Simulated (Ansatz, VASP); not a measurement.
**Two plane-wave programs on Ga**

```
CELL_PARAMETERS angstrom
5.03929 0.00000 0.00000
-2.51965 4.36416 0.00000
0.00000 0.00000 3.40185
ATOMIC_POSITIONS crystal
Ga 0.00000 0.00000 0.00000
Ga 0.33333 0.66667 0.50000
Ga 0.66667 0.33333 0.50000
```

Alike in both runs: task single point; functional BLYP; k mesh 9 × 9 × 11; occupations fermi-dirac, width 0.1 eV; no spin polarisation.

|  | VASP | Ansatz |
| --- | --- | --- |
| version | VASP 6.6.1 | Ansatz 0.2.0 |
| potentials or method | VASP PAW PBE potentials, release 64 (Ga_d), cutoff 520 eV | plane waves (420 eV) with PAW, scalar-relativistic |
| valence electrons in the cell | 39 | 39 |

```csv
,VASP,Ansatz,Ansatz less VASP
pressure (GPa),-2.3,-2.4,-0.03
"traceless stress, the component that is largest in VASP (GPa)",0.19,0.19,+0.003
```

VASP's potentials were made for PBE, not for BLYP.
